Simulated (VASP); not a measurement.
# Cl (Cmce) in VASP: notebook

The runs below take Cl through single point, with LDA.

Program: VASP 6.6.1. These are calculated values, not measurements. Logs are shortened: lines on timing, memory, paths and dates and some standing lists are left out, and cuts for length are marked.

## (1) The cell of the first run

It takes space group Cmce (No. 64, orthorhombic). The conventional cell has a = 6.205 Å, b = 4.439 Å, c = 8.099 Å, α = 90.00°, β = 90.00°, γ = 90.00°. Cl (site symmetry m) has 1 Cl at 1.99 Å within 2.6 Å.

## (2) Single point, LDA

The input, INCAR:

```
SYSTEM = Cl
ALGO = Normal
EDIFF = 1E-7
ENCUT = 520
GGA = CA
ISIF = 2
ISMEAR = -1
LASPH = .True.
LCHARG = .False.
LREAL = .False.
LWAVE = .False.
NBANDS = 22
NELM = 100
PREC = Accurate
SIGMA = 0.05
```

The input, KPOINTS:

```
k-points
0
Gamma
  7 7 4
  0 0 0
```

The input, POSCAR:

```
Cl
1.0
    3.1024947895     -2.2195908669      0.0000000000
    3.1024947895      2.2195908669      0.0000000000
    0.0000000000      0.0000000000      8.0990404521
Cl
4
Direct
    0.3700000000      0.6300000000      0.4000000000
    0.1300000000      0.8700000000      0.9000000000
    0.6300000000      0.3700000000      0.6000000000
    0.8700000000      0.1300000000      0.1000000000
```

Potentials or basis: VASP PAW LDA potentials, release 64 (Cl).

The run is started by

```
cat potpaw_LDA.64/Cl/POTCAR > POTCAR
mpirun -np 1 vasp_std > vasp.out
```

OUTCAR:

```text
SYSTEM = Cl
   EDIFF = 1E-7
   ENCUT = 520
   GGA = CA
   ISIF = 2
   ISMEAR = -1
   LASPH = .True.
   LREAL = .False.
   NELM = 100
   PREC = Accurate

 ion  position               nearest neighbor table
   1  0.370  0.630  0.400-   3 1.99
   2  0.130  0.870  0.900-   4 1.99
   3  0.630  0.370  0.600-   1 1.99
   4  0.870  0.130  0.100-   2 1.99

  LATTYP: Found a base centered orthorhombic cell.
 ALAT       =     4.4391817338
 B/A-ratio  =     1.3977777778
 C/A-ratio  =     1.8244444444

  Lattice vectors:

 A1 = (  -3.1024947895,  -2.2195908669,   0.0000000000)
 A2 = (   3.1024947895,  -2.2195908669,   0.0000000000)
 A3 = (   0.0000000000,   0.0000000000,   8.0990404521)

Analysis of symmetry for initial positions (statically):
=====================================================================
 Subroutine PRICEL returns:
 Original cell was already a primitive cell.

 Routine SETGRP: Setting up the symmetry group for a
 base centered orthorhombic supercell.

 Subroutine GETGRP returns: Found  8 space group operations
 (whereof  4 operations were pure point group operations)
 out of a pool of  8 trial point group operations.

The static configuration has the point symmetry C_2h.
 The point group associated with its full space group is D_2h.

Analysis of symmetry for dynamics (positions and initial velocities):
=====================================================================
 Subroutine PRICEL returns:
 Original cell was already a primitive cell.

 Routine SETGRP: Setting up the symmetry group for a
 base centered orthorhombic supercell.

 Subroutine GETGRP returns: Found  8 space group operations
 (whereof  4 operations were pure point group operations)
 out of a pool of  8 trial point group operations.

The dynamic configuration has the point symmetry C_2h.
 The point group associated with its full space group is D_2h.

 Subroutine INISYM returns: Found  8 space group operations
 (whereof  4 operations are pure point group operations),
 and found     1 'primitive' translations

----------------------------------------------------------------------------------------

                                     Primitive cell

  volume of cell :     111.5443

  direct lattice vectors                    reciprocal lattice vectors
     3.102494790 -2.219590867  0.000000000     0.161160625 -0.225266741  0.000000000
     3.102494790  2.219590867  0.000000000     0.161160625  0.225266741  0.000000000
     0.000000000  0.000000000  8.099040452     0.000000000  0.000000000  0.123471417

  length of vectors
     3.814715918  3.814715918  8.099040452     0.276979876  0.276979876  0.123471417

  position of ions in fractional coordinates (direct lattice)
     0.370000000  0.630000000  0.400000000
     0.130000000  0.870000000  0.900000000
     0.630000000  0.370000000  0.600000000
     0.870000000  0.130000000  0.100000000

  ion indices of the primitive-cell ions
   primitive index   ion index
                 1           1
                 2           2
                 3           3
                 4           4

----------------------------------------------------------------------------------------

 KPOINTS: k-points

Automatic generation of k-mesh.
 Grid dimensions read from file:
 generate k-points for:    7    7    4

 Generating k-lattice:

  Cartesian coordinates                     Fractional coordinates (reciprocal lattice)
     0.023022946 -0.032180963  0.000000000     0.142857143  0.000000000  0.000000000
     0.023022946  0.032180963  0.000000000     0.000000000  0.142857143  0.000000000
     0.000000000  0.000000000  0.030867854     0.000000000  0.000000000  0.250000000

  Length of vectors
     0.039568554  0.039568554  0.030867854

  Shift w.r.t. Gamma in fractional coordinates (k-lattice)
     0.000000000  0.000000000  0.000000000

 Subroutine IBZKPT returns following result:
 ===========================================

 Found     48 irreducible k-points:

 Following reciprocal coordinates:
            Coordinates               Weight
  0.000000  0.000000  0.000000      1.000000
  0.142857 -0.000000  0.000000      4.000000
  0.285714 -0.000000  0.000000      4.000000
  0.428571  0.000000  0.000000      4.000000
  0.142857  0.142857  0.000000      2.000000
  0.285714  0.142857  0.000000      4.000000
[... 16 lines left out ...]
  0.428571  0.142857  0.250000      8.000000
 -0.428571  0.142857  0.250000      8.000000
 [... further k-points ...]
   k-points           NKPTS =     48   k-points in BZ     NKDIM =     48   number of bands    NBANDS=     22
   number of dos      NEDOS =    301   number of ions     NIONS =      4
   total plane-waves  NPLWV =  47040
   dimension x,y,z NGX =    28 NGY =   28 NGZ =   60
   dimension x,y,z NGXF=    56 NGYF=   56 NGZF=  120
   ions per type =               4
   NGX,Y,Z   is equivalent  to a cutoff of  12.20, 12.20, 12.32 a.u.
   NGXF,Y,Z  is equivalent  to a cutoff of  24.40, 24.40, 24.63 a.u.
 SYSTEM =  Cl
   PREC   = accura    normal or accurate (medium, high low for compatibility)
   ISTART =      0    job   : 0-new  1-cont  2-samecut
   ICHARG =      2    charge: 1-file 2-atom 10-const
   ISPIN  =      1    spin polarized calculation?
   LNONCOLLINEAR =      F non collinear calculations
   LSORBIT =      F    spin-orbit coupling
   LASPH  =      T    aspherical Exc in radial PAW
   ENCUT  =  520.0 eV  38.22 Ry    6.18 a.u.   7.09  7.09 15.06*2*pi/ulx,y,z
   NELM   =    100;   NELMIN=  2; NELMDL= -5     # of ELM steps
   EDIFF  = 0.1E-06   stopping-criterion for ELM
   LREAL  =      F    real-space projection
   EDIFFG = 0.1E-05   stopping-criterion for IOM
   NSW    =      0    number of steps for IOM
   IBRION =     -1    ionic relax: 0-MD 1-quasi-New 2-CG
   NFREE  =      0    steps in history (QN), initial steepest desc. (CG)
   ISIF   =      2    stress and relaxation
   ISYM   =      2    0-nonsym 1-usesym 2-fastsym
   POTIM  = 0.5000    time-step for ionic-motion
   TEBEG  =    0.0;   TEEND  =   0.0 temperature during run
   PSTRESS=    0.0 pullay stress
   NELECT =      28.0000    total number of electrons
   NUPDOWN=      -1.0000    fix difference up-down
   EMIN   =  10.00;   EMAX   =-10.00  energy-range for DOS
   EFERMI =   0.00;   METHOD = LEGACY
   ISMEAR =    -1;   SIGMA  =   0.05  broadening in eV -4-tet -1-fermi 0-gaus
   EFERMI_NEDOS =   21; number of points for ismear=-14 and -15
   IALGO  =     38    algorithm
   IMIX   =      4    mixing-type and parameters
     AMIX     =   0.40;   BMIX     =  1.00
     AMIX_MAG =   1.60;   BMIX_MAG =  1.00
  volume/ion in A,a.u.               =      27.89       188.18
  Fermi-wavevector in a.u.,A,eV,Ry     =   1.032710  1.951539 14.510473  1.066490
  Thomas-Fermi vector in A             =   2.166921
   LORBIT       =      0    0 simple, 1 ext, 2 COOP (PROOUT), +10 PAW based schemes
   GGA     = CA    functional components
   LHFCALC =     F    Hartree Fock is set to
   AEXX    =    0.0000 exact exchange contribution
   IVDW    =     0    specifies the selected vdW correction
   LEPSILON=     F    determine dielectric tensor
   LRPA    =     F    only Hartree local field effects (RPA)
 non-spin polarized calculation
  energy-cutoff  :      520.00
  volume of cell :      111.54
 maximum number of plane-waves:      3032
   NGX = 15   NGY = 15   NGZ = 31

 number of electron      27.9999997 magnetization

 Free energy of the ion-electron system (eV)
  ---------------------------------------------------
  ext. energy  EPLUGINS =         0.00000000
  ---------------------------------------------------
  free energy    TOTEN  =        -8.86747600 eV

  energy without entropy =       -8.86747600  energy(sigma->0) =       -8.86747600

 E-fermi :   0.7053     XC(G=0):  -8.4688

 val. band max:       -0.4348531206   @ k =  -0.4286   0.4286   0.0000
 cond. band min:       2.0747864342   @ k =   0.1429  -0.0000   0.0000
 fundamental gap:      2.5096395548
 Fermi energy:         0.7052569472

 k-point     1 :       0.0000    0.0000    0.0000
  band No.  band energies     occupation
      1     -17.2622      2.00000
      2     -17.0381      2.00000
      3     -13.0036      2.00000
      4     -12.3659      2.00000
      5      -5.9878      2.00000
      6      -5.0525      2.00000
[... 14 lines left out ...]
     21       9.4175      0.00000
     22       9.7249      0.00000

 k-point     2 :       0.1429   -0.0000    0.0000
  band No.  band energies     occupation
      1     -17.2217      2.00000
      2     -17.0178      2.00000
      3     -12.9751      2.00000
      4     -12.4051      2.00000
      5      -5.9849      2.00000
      6      -5.1001      2.00000
[... 14 lines left out ...]
     21       9.2920      0.00000
     22       9.8178      0.00000

 k-point     3 :       0.2857   -0.0000    0.0000
  band No.  band energies     occupation
      1     -17.1218      2.00000
      2     -16.9774      2.00000
      3     -12.8980      2.00000
      4     -12.5113      2.00000
      5      -5.9544      2.00000
      6      -5.2660      2.00000
[... 14 lines left out ...]
     21       9.5543      0.00000
     22      10.3413      0.00000
[... 476 lines left out ...]
 k-point    23 :       0.4286    0.1429    0.2500
  band No.  band energies     occupation
      1     -17.0280      2.00000
      2     -16.9481      2.00000
      3     -12.7869      2.00000
      4     -12.5843      2.00000
      5      -5.7833      2.00000
      6      -5.4264      2.00000
[... 14 lines left out ...]
     21       9.6672      0.00000
     22       9.8518      0.00000

 k-point    24 :      -0.4286    0.1429    0.2500
  band No.  band energies     occupation
      1     -16.9758      2.00000
      2     -16.9626      2.00000
      3     -12.7253      2.00000
      4     -12.6987      2.00000
      5      -5.6433      2.00000
      6      -5.6127      2.00000
[... 14 lines left out ...]
     21       9.7733      0.00000
     22      10.0543      0.00000

 [... further k-points ...]

------------------------ aborting loop because EDIFF is reached ----------------------------------------

  FORCE on cell =-STRESS in cart. coord.  units (eV):
  Direction    XX          YY          ZZ          XY          YZ          ZX
  --------------------------------------------------------------------------------------
  -------------------------------------------------------------------------------------
  Total       -0.8329968     -1.4365541     -1.3433627      0.0000000      0.0000000      0.0000000
  in kB      -11.9648252    -20.6340754    -19.2955121      0.0000000      0.0000000      0.0000000
  external PRESSURE =     -17.2981376 kB  Pullay stress =       0.0000000 kB

 VOLUME and BASIS-vectors are now :
 -----------------------------------------------------------------------------
  energy-cutoff  :      520.00
  volume of cell :      111.54
      direct lattice vectors                 reciprocal lattice vectors
     3.102494790 -2.219590867  0.000000000     0.161160625 -0.225266741  0.000000000
     3.102494790  2.219590867  0.000000000     0.161160625  0.225266741  0.000000000
     0.000000000  0.000000000  8.099040452     0.000000000  0.000000000  0.123471417

 POSITION                                       TOTAL-FORCE (eV/Angst)
 -----------------------------------------------------------------------------------
      3.10249      0.57709      3.23962         0.000000      0.020847     -0.204150
      3.10249      1.64250      7.28914         0.000000     -0.020847     -0.204150
      3.10249     -0.57709      4.85942         0.000000     -0.020847      0.204150
      3.10249     -1.64250      0.80990         0.000000      0.020847      0.204150
 -----------------------------------------------------------------------------------
    total drift:                               -0.000000      0.000000     -0.000000

  FREE ENERGIE OF THE ION-ELECTRON SYSTEM (eV)
  ---------------------------------------------------
  free  energy   TOTEN  =        -8.8674760022 eV

  energy  without entropy=       -8.8674760021  energy(sigma->0) =       -8.86747600
```

Run time: 33 s. Hardware: 1 thread of Intel Xeon 6975P-C (Granite Rapids), shared host; peak memory 0.21 GiB.

Results:

```yaml
Free_energy: -8.8675 eV
Pressure: -1.7 GPa
Largest_force: 0.205 eV/Å
Band_gap_on_the_k_mesh: 2.51 eV, indirect (least direct gap 2.57 eV)
```

Forces in eV/Å, atoms in the order of the input:
```
Cl   0.000  0.021 -0.204
Cl   0.000 -0.021 -0.204
Cl   0.000 -0.021  0.204
Cl   0.000  0.021  0.204
```

Levels at points of the mesh, in eV from the valence-band top:
| k point | band 12 | band 13 | band 14 | band 15 | band 16 | band 17 |
| --- | --- | --- | --- | --- | --- | --- |
| (0.00, 0.00, 0.00) | -0.46 | -0.17 | -0.05 | 2.52 | 3.15 | 6.48 |
| (0.00, 0.00, 0.50) | -0.73 | -0.11 | -0.11 | 2.71 | 2.71 | 7.09 |

A k mesh can miss the band edges.

## (3) Single point, LDA

This run uses another cell than the first one, of 28.47 Å³/atom, 1.021 times its volume.

The input, INCAR:

```
PREC     = Accurate       # precision mode
ENCUT    = 520            # plane-wave cutoff, eV
EDIFF    = 1E-6           # SCF threshold, eV
ISMEAR   = -1             # smearing method
SIGMA    = 0.05           # smearing width, eV
LREAL    = False          # projectors in reciprocal space
LASPH    = True           # aspherical terms in the spheres
NELM     = 100            # most SCF steps
ALGO     = Normal         # electronic algorithm
ISIF     = 2              # what is computed and relaxed
LWAVE    = False          # write WAVECAR
LCHARG   = True           # write CHGCAR
LELF     = True           # ELF
LVHAR    = True         
NBANDS   = 22             # bands
```

The input, KPOINTS:

```
regular mesh
0
Gamma
  7 7 4
```

The input, POSCAR:

```
Cl
1.0
    3.1238919815     -2.2348988739      0.0000000000
    3.1238919815      2.2348988739      0.0000000000
    0.0000000000      0.0000000000      8.1548976686
Cl
4
Direct
    0.3700000000      0.6300000000      0.4000000000
    0.1300000000      0.8700000000      0.9000000000
    0.6300000000      0.3700000000      0.6000000000
    0.8700000000      0.1300000000      0.1000000000
```

Potentials or basis: VASP PAW LDA potentials, release 64 (Cl).

The run is started by

```
cat potpaw_LDA.64/Cl/POTCAR > POTCAR
mpirun -np 1 vasp_std > vasp.out
```

Wall time 38 s (1 thread of Intel Xeon 6975P-C (Granite Rapids), shared host); peak memory 0.22 GiB.

It converged, with:

| Item | Value |
| --- | --- |
| Free energy | -8.8394 eV |
| Pressure | -2.3 GPa |
| Largest force | 0.123 eV/Å |
| Band gap on the k mesh | 2.43 eV, indirect (least direct gap 2.49 eV) |

Forces in eV/Å, atoms in the order of the input:
```
Cl   0.000 -0.123 -0.004
Cl   0.000  0.123 -0.004
Cl   0.000  0.123  0.004
Cl   0.000 -0.123  0.004
```

Stress tensor (GPa, compression positive):
```
-1.24  0.00  0.00
 0.00 -2.58  0.00
 0.00  0.00 -2.93
```

Levels at points of the mesh, in eV from the valence-band top:
| k point | band 10 | band 11 | band 12 | band 13 | band 14 | band 15 | band 16 | band 17 | band 18 | band 19 |
| --- | --- | --- | --- | --- | --- | --- | --- | --- | --- | --- |
| (0.00, 0.00, 0.00) | -2.20 | -0.77 | -0.44 | -0.16 | -0.05 | 2.44 | 3.06 | 6.46 | 7.12 | 8.46 |
| (0.00, 0.00, 0.50) | -2.21 | -0.71 | -0.71 | -0.11 | -0.11 | 2.63 | 2.63 | 7.07 | 7.07 | 9.30 |

A k mesh can miss the band edges. Expect the measured gap to be larger: semilocal functionals such as LDA lack the derivative discontinuity.

## (4) Single point, LDA

This run uses another cell than the first one, of 29.05 Å³/atom, 1.042 times its volume.

The input, INCAR:

```
SYSTEM = Cl
ALGO = Normal
EDIFF = 1E-7
ENCUT = 520
ISIF = 2
ISMEAR = -1
LASPH = .TRUE.
LCHARG = .TRUE.
LELF = .TRUE.
LREAL = .FALSE.
LVHAR = .TRUE.
LWAVE = .FALSE.
NBANDS = 22
NELM = 80
PREC = Accurate
SIGMA = 0.05
```

The input, KPOINTS:

```
k-points
0
G
  7 7 4
  0 0 0
```

The input, POSCAR:

```
Cl
1.0
    3.1450000000     -2.2500000000      0.0000000000
    3.1450000000      2.2500000000      0.0000000000
    0.0000000000      0.0000000000      8.2100000000
Cl
4
Direct
    0.3700000000      0.6300000000      0.4000000000
    0.1300000000      0.8700000000      0.9000000000
    0.6300000000      0.3700000000      0.6000000000
    0.8700000000      0.1300000000      0.1000000000
```

Potentials or basis: VASP PAW LDA potentials, release 64 (Cl).

The run is started by

```
cat potpaw_LDA.64/Cl/POTCAR > POTCAR
mpirun -np 1 vasp_std > vasp.out
```

OUTCAR:

```text
SYSTEM = Cl
   EDIFF = 1E-7
   ENCUT = 520
   ISIF = 2
   ISMEAR = -1
   LASPH = .TRUE.
   LREAL = .FALSE.
   NELM = 80
   PREC = Accurate

 ion  position               nearest neighbor table
   1  0.370  0.630  0.400-   3 2.02
   2  0.130  0.870  0.900-   4 2.02
   3  0.630  0.370  0.600-   1 2.02
   4  0.870  0.130  0.100-   2 2.02

  LATTYP: Found a base centered orthorhombic cell.
 ALAT       =     4.5000000000
 B/A-ratio  =     1.3977777778
 C/A-ratio  =     1.8244444444

[... 798 lines left out ...]
  Direction    XX          YY          ZZ          XY          YZ          ZX
  --------------------------------------------------------------------------------------
  -------------------------------------------------------------------------------------
  Total       -0.9106981     -2.2028364     -2.7781615      0.0000000      0.0000000      0.0000000
  in kB      -12.5576587    -30.3750160    -38.3082001      0.0000000      0.0000000      0.0000000
  external PRESSURE =     -27.0802916 kB  Pullay stress =       0.0000000 kB

 VOLUME and BASIS-vectors are now :
 -----------------------------------------------------------------------------
  energy-cutoff  :      520.00
  volume of cell :      116.19
      direct lattice vectors                 reciprocal lattice vectors
     3.145000000 -2.250000000  0.000000000     0.158982512 -0.222222222  0.000000000
     3.145000000  2.250000000  0.000000000     0.158982512  0.222222222  0.000000000
     0.000000000  0.000000000  8.210000000     0.000000000  0.000000000  0.121802680

 POSITION                                       TOTAL-FORCE (eV/Angst)
 -----------------------------------------------------------------------------------
      3.14500      0.58500      3.28400         0.000000     -0.257896      0.183331
      3.14500      1.66500      7.38900         0.000000      0.257896      0.183331
      3.14500     -0.58500      4.92600         0.000000      0.257896     -0.183331
      3.14500     -1.66500      0.82100         0.000000     -0.257896     -0.183331
 -----------------------------------------------------------------------------------
    total drift:                                0.000000     -0.000000      0.000000

  FREE ENERGIE OF THE ION-ELECTRON SYSTEM (eV)
  ---------------------------------------------------
  free  energy   TOTEN  =        -8.8043398846 eV

  energy  without entropy=       -8.8043398846  energy(sigma->0) =       -8.80433988
```

It took 45 s on 1 thread of Intel Xeon 6975P-C (Granite Rapids), shared host; peak memory 0.22 GiB.

Results:

- Free energy: -8.8043 eV
- Pressure: -2.7 GPa
- Largest force: 0.316 eV/Å
- Band gap on the k mesh: 2.36 eV, indirect (least direct gap 2.42 eV)

Forces in eV/Å, atoms in the order of the input:
```
Cl   0.000 -0.258  0.183
Cl   0.000  0.258  0.183
Cl   0.000  0.258 -0.183
Cl   0.000 -0.258 -0.183
```

Stress tensor (GPa, compression positive):
```
-1.26  0.00  0.00
 0.00 -3.04  0.00
 0.00  0.00 -3.83
```

Levels at points of the mesh, in eV from the valence-band top:
```
           k point  band 10  band 11  band 12  band 13  band 14  band 15  band 16  band 17  band 18  band 19
(0.00, 0.00, 0.00)    -2.15    -0.74    -0.42    -0.15    -0.05     2.37     2.98     6.43     7.15     8.51
(0.00, 0.00, 0.50)    -2.15    -0.68    -0.68    -0.10    -0.10     2.57     2.57     7.05     7.05     9.29
```

## (5) The runs side by side

| cell | gap on the mesh (eV) | pressure (GPa) | largest force (eV/Å) |
| --- | --- | --- | --- |
| a = 3.815, b = 3.815, c = 8.099 Å, angles 90.0, 90.0, 71.2°, 4 atoms | 2.51 | -1.7 | 0.21 |
| a = 3.841, b = 3.841, c = 8.155 Å, angles 90.0, 90.0, 71.2°, 4 atoms | 2.43 | -2.3 | 0.12 |
| a = 3.867, b = 3.867, c = 8.210 Å, angles 90.0, 90.0, 71.2°, 4 atoms | 2.36 | -2.7 | 0.32 |

Alike in all rows: task single point; level LDA; potentials or basis VASP PAW LDA potentials, release 64 (Cl); no spin polarisation; k mesh 7 × 7 × 4; cutoff (eV) 520; smearing fermi-dirac 0.05 eV.

Total energies depend on the potentials used, so only differences within one code and one set of settings carry meaning.
